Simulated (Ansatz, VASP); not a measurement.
**InP in VASP and in Ansatz**

The input INCAR:

```
SYSTEM = InP
  ALGO = Normal
  EDIFF = 1E-6
  ENCUT = 520
  GGA = PE
  ISIF = 2
  ISMEAR = -1
  LASPH = .True.
  LCHARG = .True.
  LELF = .True.
  LREAL = .False.
  LVHAR = .True.
  LWAVE = .False.
  NBANDS = 16
  NELM = 100
  PREC = Accurate
  SIGMA = 0.15
```

File KPOINTS:

```
k-points
0
Gamma
  14 14 14
  0 0 0
```

POSCAR

```
InP
1.0
    0.0000000000      2.7533771579      2.7533771579
    2.7533771579      0.0000000000      2.7533771579
    2.7533771579      2.7533771579      0.0000000000
In P
1 1
Direct
    0.0000000000      0.0000000000      0.0000000000
    0.5000000000      0.5000000000      0.5000000000
```

Input for Ansatz:

```yaml
crystal:
  lattice:
    - [0.0, 2.7533771579, 2.7533771579]
    - [2.7533771579, 0.0, 2.7533771579]
    - [2.7533771579, 2.7533771579, 0.0]
  atoms:
    - { symbol: In, position: [0.0, 0.0, 0.0] }
    - { symbol: P, position: [0.5, 0.5, 0.5] }
basis:
  ecutwfc: 420
kpoints:
  mp_grid: { grid: [14, 14, 14] }
hamiltonian:
  xc: pbe
scf:
  occupations: { method: fermi_dirac, width: 0.15 }
output:
  forces: true
  stress: true
  eigenvalues: true
```

Alike in both runs: task single point; functional PBE; k mesh 14 × 14 × 14; occupations fermi-dirac, width 0.15 eV; no spin polarisation.

|  | VASP | Ansatz |
| --- | --- | --- |
| version | VASP 6.6.1 | Ansatz 0.2.0 |
| potentials or method | VASP PAW PBE potentials, release 64 (In_d, P), cutoff 520 eV | scalar-relativistic, plane waves, PAW |
| valence electrons in the cell | 18 | 18 |

|  | VASP | Ansatz | Ansatz less VASP |
| --- | --- | --- | --- |
| gap on the k mesh at the Fermi level (eV) | none | none | - |
| pressure (GPa) | 1.5 | 1.5 | +0.05 |

A gap of «none» marks a metal or a gap that the smearing closes.
